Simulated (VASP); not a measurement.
# Re (P6/mmm) in VASP: notebook

Re is run at these levels: BLYP; tasks: single point.

Program: VASP 6.6.1. These are calculated values, not measurements. Logs are shortened: lines on timing, memory, paths and dates and some standing lists are left out, and cuts for length are marked.

## Step 1: The cell of the first run

The structure is hexagonal, space group P6/mmm (No. 191). Conventional cell: a = 4.432 Å, b = 4.432 Å, c = 2.787 Å, α = 90.00°, β = 90.00°, γ = 120.00°. Re (site symmetry 6/mmm) has 14 Re at 2.79 to 2.91 Å within 3.7 Å. Within 3.4 Å of Re (site symmetry -6m2) lie 11 Re at 2.56 to 2.91 Å.

## Step 2: Single point, BLYP

Input file INCAR:

```
  PREC = Accurate
  ENCUT = 520
  EDIFF = 1E-6
  ISMEAR = -1
  SIGMA = 0.1
  LREAL = False
  LASPH = True
  NELM = 80
  ALGO = Normal
  ISIF = 2
  LWAVE = False
  LCHARG = False
  GGA = B5
  ALDAX = 1.0
  AGGAX = 1.0
  AGGAC = 1.0
  ALDAC = 0.0
  NBANDS = 18
```

Input file KPOINTS:

```
regular mesh
0
Gamma
  8 8 12
```

Input file POSCAR:

```
Re
1.0
    4.4323202878      0.0000000000      0.0000000000
   -2.2161601439      3.8385019670      0.0000000000
    0.0000000000      0.0000000000      2.7873484112
Re
3
Direct
    1.0000000000      1.0000000000      1.0000000000
    0.3333333333      0.6666666667      0.5000000000
    0.6666666667      0.3333333333      0.5000000000
```

Potentials or basis: VASP PAW PBE potentials, release 64 (Re).

On the command line:

```sh
cat potpaw_PBE.64/Re/POTCAR > POTCAR
mpirun -np 1 vasp_std > vasp.out
```

OUTCAR:

```text
PREC = Accurate
   ENCUT = 520
   EDIFF = 1E-6
   ISMEAR = -1
   LREAL = False
   LASPH = True
   NELM = 80
   ISIF = 2
   GGA = B5

 ion  position               nearest neighbor table
   1  0.000  0.000  0.000-   2 2.91   3 2.91   2 2.91   3 2.91   3 2.91   3 2.91   2 2.91   2 2.91
                             3 2.91   3 2.91   2 2.91   2 2.91
   2  0.333  0.667  0.500-   3 2.56   3 2.56   3 2.56   1 2.91   1 2.91   1 2.91   1 2.91   1 2.91
                             1 2.91
   3  0.667  0.333  0.500-   2 2.56   2 2.56   2 2.56   1 2.91   1 2.91   1 2.91   1 2.91   1 2.91
                             1 2.91

  LATTYP: Found a hexagonal cell.
 ALAT       =     4.4323202878
 C/A-ratio  =     0.6288689062

  Lattice vectors:

 A1 = (   4.4323202878,   0.0000000000,   0.0000000000)
 A2 = (  -2.2161601439,   3.8385019670,   0.0000000000)
 A3 = (   0.0000000000,   0.0000000000,   2.7873484112)

Analysis of symmetry for initial positions (statically):
=====================================================================
 Subroutine PRICEL returns:
 Original cell was already a primitive cell.

 Routine SETGRP: Setting up the symmetry group for a
 hexagonal supercell.

 Subroutine GETGRP returns: Found 24 space group operations
 (whereof 24 operations were pure point group operations)
 out of a pool of 24 trial point group operations.

The static configuration has the point symmetry D_6h.

Analysis of symmetry for dynamics (positions and initial velocities):
=====================================================================
 Subroutine PRICEL returns:
 Original cell was already a primitive cell.

 Routine SETGRP: Setting up the symmetry group for a
 hexagonal supercell.

 Subroutine GETGRP returns: Found 24 space group operations
 (whereof 24 operations were pure point group operations)
 out of a pool of 24 trial point group operations.

The dynamic configuration has the point symmetry D_6h.

 Subroutine INISYM returns: Found 24 space group operations
 (whereof 24 operations are pure point group operations),
 and found     1 'primitive' translations

----------------------------------------------------------------------------------------

                                     Primitive cell

  volume of cell :      47.4225

  direct lattice vectors                    reciprocal lattice vectors
     4.432320288  0.000000000  0.000000000     0.225615464  0.130259149  0.000000000
    -2.216160144  3.838501967  0.000000000     0.000000000  0.260518298  0.000000000
     0.000000000  0.000000000  2.787348411     0.000000000  0.000000000  0.358763905

  length of vectors
     4.432320288  4.432320288  2.787348411     0.260518298  0.260518298  0.358763905

  position of ions in fractional coordinates (direct lattice)
     0.000000000  0.000000000  0.000000000
     0.333333333  0.666666667  0.500000000
     0.666666667  0.333333333  0.500000000

  ion indices of the primitive-cell ions
   primitive index   ion index
                 1           1
                 2           2
                 3           3

----------------------------------------------------------------------------------------

 KPOINTS: regular mesh

Automatic generation of k-mesh.
 Grid dimensions read from file:
 generate k-points for:    8    8   12

 Generating k-lattice:

  Cartesian coordinates                     Fractional coordinates (reciprocal lattice)
     0.028201933  0.016282394  0.000000000     0.125000000 -0.000000000  0.000000000
     0.000000000  0.032564787  0.000000000     0.000000000  0.125000000  0.000000000
     0.000000000  0.000000000  0.029896992     0.000000000  0.000000000  0.083333333

  Length of vectors
     0.032564787  0.032564787  0.029896992

  Shift w.r.t. Gamma in fractional coordinates (k-lattice)
     0.000000000  0.000000000  0.000000000

 Subroutine IBZKPT returns following result:
 ===========================================

 Found     70 irreducible k-points:

 Following reciprocal coordinates:
            Coordinates               Weight
  0.000000  0.000000  0.000000      1.000000
  0.125000  0.000000  0.000000      6.000000
  0.250000  0.000000  0.000000      6.000000
  0.375000  0.000000  0.000000      6.000000
  0.500000  0.000000  0.000000      3.000000
  0.125000  0.125000  0.000000      6.000000
[... 16 lines left out ...]
  0.250000  0.000000  0.166667     12.000000
  0.375000  0.000000  0.166667     12.000000
 [... further k-points ...]
   k-points           NKPTS =     70   k-points in BZ     NKDIM =     70   number of bands    NBANDS=     18
   number of dos      NEDOS =    301   number of ions     NIONS =      3
   total plane-waves  NPLWV =  31104
   dimension x,y,z NGX =    36 NGY =   36 NGZ =   24
   dimension x,y,z NGXF=    72 NGYF=   72 NGZF=   48
   ions per type =               3
   NGX,Y,Z   is equivalent  to a cutoff of  13.50, 13.50, 14.31 a.u.
   NGXF,Y,Z  is equivalent  to a cutoff of  27.01, 27.01, 28.63 a.u.
 SYSTEM =  unknown system
   PREC   = accura    normal or accurate (medium, high low for compatibility)
   ISTART =      0    job   : 0-new  1-cont  2-samecut
   ICHARG =      2    charge: 1-file 2-atom 10-const
   ISPIN  =      1    spin polarized calculation?
   LNONCOLLINEAR =      F non collinear calculations
   LSORBIT =      F    spin-orbit coupling
   LASPH  =      T    aspherical Exc in radial PAW
   ENCUT  =  520.0 eV  38.22 Ry    6.18 a.u.   8.24  8.24  5.18*2*pi/ulx,y,z
   NELM   =     80;   NELMIN=  2; NELMDL= -5     # of ELM steps
   EDIFF  = 0.1E-05   stopping-criterion for ELM
   LREAL  =      F    real-space projection
   EDIFFG = 0.1E-04   stopping-criterion for IOM
   NSW    =      0    number of steps for IOM
   IBRION =     -1    ionic relax: 0-MD 1-quasi-New 2-CG
   NFREE  =      0    steps in history (QN), initial steepest desc. (CG)
   ISIF   =      2    stress and relaxation
   ISYM   =      2    0-nonsym 1-usesym 2-fastsym
   POTIM  = 0.5000    time-step for ionic-motion
   TEBEG  =    0.0;   TEEND  =   0.0 temperature during run
   PSTRESS=    0.0 pullay stress
   NELECT =      21.0000    total number of electrons
   NUPDOWN=      -1.0000    fix difference up-down
   EMIN   =  10.00;   EMAX   =-10.00  energy-range for DOS
   EFERMI =   0.00;   METHOD = LEGACY
   ISMEAR =    -1;   SIGMA  =   0.10  broadening in eV -4-tet -1-fermi 0-gaus
   EFERMI_NEDOS =   21; number of points for ismear=-14 and -15
   IALGO  =     38    algorithm
   IMIX   =      4    mixing-type and parameters
     AMIX     =   0.40;   BMIX     =  1.00
     AMIX_MAG =   1.60;   BMIX_MAG =  1.00
  volume/ion in A,a.u.               =      15.81       106.67
  Fermi-wavevector in a.u.,A,eV,Ry     =   1.247824  2.358045 21.185140  1.557064
  Thomas-Fermi vector in A             =   2.381938
   LORBIT       =      0    0 simple, 1 ext, 2 COOP (PROOUT), +10 PAW based schemes
   GGA     = B5    functional components
   LHFCALC =     F    Hartree Fock is set to
   AEXX    =    0.0000 exact exchange contribution
   IVDW    =     0    specifies the selected vdW correction
   LEPSILON=     F    determine dielectric tensor
   LRPA    =     F    only Hartree local field effects (RPA)
 non-spin polarized calculation
  energy-cutoff  :      520.00
  volume of cell :       47.42
 maximum number of plane-waves:      1301
 NGX is ok and might be reduce to    36
   NGX = 17   NGY = 17   NGZ = 11

 number of electron      21.0000002 magnetization

 Free energy of the ion-electron system (eV)
  ---------------------------------------------------
  ext. energy  EPLUGINS =         0.00000000
  ---------------------------------------------------
  free energy    TOTEN  =       -31.92079091 eV

  energy without entropy =      -31.84103895  energy(sigma->0) =      -31.88091493

 E-fermi :   7.6753     XC(G=0): -12.6243

 val. band max:        7.6720394894   @ k =   0.3750   0.0000   0.0833
 cond. band min:       7.6996490294   @ k =   0.0000   0.0000   0.0000
 fundamental gap:      0.0276095400
 Fermi energy:         7.6752823490

 k-point     1 :       0.0000    0.0000    0.0000
  band No.  band energies     occupation
      1      -1.5563      2.00000
      2       2.2748      2.00000
      3       4.7389      2.00000
      4       5.0939      2.00000
      5       5.0939      2.00000
      6       5.1202      2.00000
[... 10 lines left out ...]
     17      15.4418      0.00000
     18      17.0592      0.00000

 k-point     2 :       0.1250    0.0000    0.0000
  band No.  band energies     occupation
      1      -1.3122      2.00000
      2       2.3516      2.00000
      3       3.9249      2.00000
      4       4.5321      2.00000
      5       4.5721      2.00000
      6       5.5448      2.00000
[... 10 lines left out ...]
     17      15.4136      0.00000
     18      16.2868      0.00000

 k-point     3 :       0.2500    0.0000    0.0000
  band No.  band energies     occupation
      1      -0.6211      2.00000
      2       2.3430      2.00000
      3       3.0871      2.00000
      4       3.8911      2.00000
      5       4.3203      2.00000
      6       5.4216      2.00000
[... 10 lines left out ...]
     17      13.6788      0.00000
     18      14.3390      0.00000

 k-point     4 :       0.3750    0.0000    0.0000
  band No.  band energies     occupation
      1       0.3875      2.00000
      2       1.8347      2.00000
      3       2.5856      2.00000
      4       3.7907      2.00000
      5       4.3101      2.00000
      6       4.9640      2.00000
[... 375 lines left out ...]
      4       4.0418      2.00000
      5       4.4049      2.00000
      6       4.8167      2.00000
[... 10 lines left out ...]
     17      15.2037      0.00000
     18      16.2791      0.00000

 k-point    23 :       0.2500    0.0000    0.1667
  band No.  band energies     occupation
      1       0.0773      2.00000
      2       2.9597      2.00000
      3       3.5767      2.00000
      4       3.9232      2.00000
      5       3.9758      2.00000
      6       5.1734      2.00000
[... 10 lines left out ...]
     17      14.0070      0.00000
     18      15.2155      0.00000

 k-point    24 :       0.3750    0.0000    0.1667
  band No.  band energies     occupation
      1       1.0239      2.00000
      2       2.3904      2.00000
      3       3.1537      2.00000
      4       4.0747      2.00000
      5       4.0801      2.00000
      6       5.3038      2.00000
[... 10 lines left out ...]
     17      12.3165      0.00000
     18      13.8087      0.00000

 [... further k-points ...]
[... 5 lines left out ...]
  --------------------------------------------------------------------------------------
  -------------------------------------------------------------------------------------
  Total        0.3768489      0.3768489      0.4852800     -0.0000000     -0.0000000      0.0000000
  in kB       12.7319144     12.7319144     16.3952792     -0.0000000     -0.0000000      0.0000000
  external PRESSURE =      13.9530360 kB  Pullay stress =       0.0000000 kB

 VOLUME and BASIS-vectors are now :
 -----------------------------------------------------------------------------
  energy-cutoff  :      520.00
  volume of cell :       47.42
      direct lattice vectors                 reciprocal lattice vectors
     4.432320288  0.000000000  0.000000000     0.225615464  0.130259149  0.000000000
    -2.216160144  3.838501967  0.000000000     0.000000000  0.260518298  0.000000000
     0.000000000  0.000000000  2.787348411     0.000000000  0.000000000  0.358763905

 POSITION                                       TOTAL-FORCE (eV/Angst)
 -----------------------------------------------------------------------------------
      0.00000      0.00000      0.00000        -0.000000     -0.000000      0.000000
     -0.00000      2.55900      1.39367        -0.000000      0.000000     -0.000000
      2.21616      1.27950      1.39367         0.000000     -0.000000      0.000000
 -----------------------------------------------------------------------------------
    total drift:                                0.000000      0.000000     -0.000000

  FREE ENERGIE OF THE ION-ELECTRON SYSTEM (eV)
  ---------------------------------------------------
  free  energy   TOTEN  =       -31.9207909080 eV

  energy  without entropy=      -31.8410389517  energy(sigma->0) =      -31.88091493
```

Wall time 45 s (1 thread of Intel Xeon Platinum 8559C (Emerald Rapids), shared host); peak memory 0.2 GiB.

What came out:

```yaml
Free_energy: -31.9208 eV
Pressure: 1.4 GPa
```

Stress tensor (GPa, compression positive):
```
1.27 0.00 0.00
0.00 1.27 0.00
0.00 0.00 1.64
```

Levels at points of the mesh, in eV from the Fermi level:
| k point | band 8 | band 9 | band 10 | band 11 | band 12 | band 13 |
| --- | --- | --- | --- | --- | --- | --- |
| (0.00, 0.00, 0.00) | -1.78 | -0.77 | -0.77 | -0.02 | -0.02 | 0.02 |
| (0.50, 0.00, 0.00) | -1.66 | -1.42 | 0.25 | 0.26 | 1.20 | 1.86 |
| (0.00, 0.00, 0.50) | -0.83 | -0.80 | -0.80 | 2.58 | 2.58 | 3.48 |
| (0.50, 0.00, 0.50) | -1.03 | -0.83 | -0.34 | 0.71 | 2.02 | 2.96 |

Caveat: the PAW data sets were made with another functional, which shifts forces and pressure a little; spin-orbit coupling is left out, which moves the levels of the heavy elements.

(Continued in part 2 of 2.)
